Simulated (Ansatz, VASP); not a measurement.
# One calculation of AlN, two programs

Contents of INCAR:

```
  PREC = Accurate
  ENCUT = 520
  EDIFF = 1E-6
  ISMEAR = -1
  SIGMA = 0.02
  LREAL = False
  LASPH = True
  NELM = 60
  ALGO = Normal
  ISIF = 2
  LWAVE = False
  LCHARG = False
  GGA = PE
  NBANDS = 26
```

Contents of KPOINTS:

```
regular mesh
0
Gamma
  10 6 1
```

POSCAR

```
AlN
1.0
    3.1301578475      0.0000000000      0.0000000000
    0.0000000000      5.0181096024      0.0000000000
    0.0000000000      0.0000000000     19.6144000000
Al N
4 4
Direct
    0.0000000000      0.0818251101      0.4243384579
    0.5000000000      0.5556593399      0.4454862780
    0.5000000000      0.0556593112      0.5545137619
    0.0000000000      0.5818249674      0.5756615635
    0.0000000000      0.4319288003      0.4103426161
    0.5000000000      0.9305869130      0.4529770453
    0.5000000000      0.4305868578      0.5470229054
    0.0000000000      0.9319287003      0.5896573718
```

Input for Ansatz:

```yaml
crystal:
  lattice:
    - [3.1301578475, 0.0, 0.0]
    - [0.0, 5.0181096024, 0.0]
    - [0.0, 0.0, 19.6144]
  atoms:
    - { symbol: Al, position: [0.0, 0.0818251101, 0.4243384579] }
    - { symbol: "N", position: [0.0, 0.4319288003, 0.4103426161] }
    - { symbol: Al, position: [0.5, 0.5556593399, 0.445486278] }
    - { symbol: "N", position: [0.5, 0.930586913, 0.4529770453] }
    - { symbol: Al, position: [0.5, 0.0556593112, 0.5545137619] }
    - { symbol: "N", position: [0.5, 0.4305868578, 0.5470229054] }
    - { symbol: Al, position: [0.0, 0.5818249674, 0.5756615635] }
    - { symbol: "N", position: [0.0, 0.9319287003, 0.5896573718] }
kpoints:
  mp_grid: { grid: [10, 6, 1] }
scf:
  occupations: { method: fermi_dirac, width: 0.02 }
hamiltonian:
  xc: pbe
  pseudopotentials: { kind: paw }
output:
  forces: true
  stress: true
  eigenvalues: true
  core_levels:
    shells: { Al: ["2p"] }
    counted_from: conduction_bottom
    add_spin: false
  write_density: true
  write_potential: true
  elf: true
  volumetric_format: npy
```

Alike in both runs: task single point; functional PBE; k mesh 10 × 6 × 1; occupations fermi-dirac, width 0.02 eV; no spin polarisation.

|  | VASP | Ansatz |
| --- | --- | --- |
| version | VASP 6.6.1 | Ansatz 0.2.0 |
| potentials or method | VASP PAW PBE potentials, release 64 (Al, N) | PAW with Ansatz's default frozen-core files, scalar-relativistic |
| plane-wave cutoff (eV) | 520 | 420 |
| valence electrons in the cell | 32 | 32 |

|  | VASP | Ansatz | Ansatz less VASP |
| --- | --- | --- | --- |
| gap on the k mesh at the Fermi level (eV) | 2.53 | 2.54 | +0.006 |
| rms of the force components (eV/Å) | 0.007 | 0.001 | -0.0061 |

Ansatz's warnings: structure snapped to symmetry, xc potential rough in thin density.
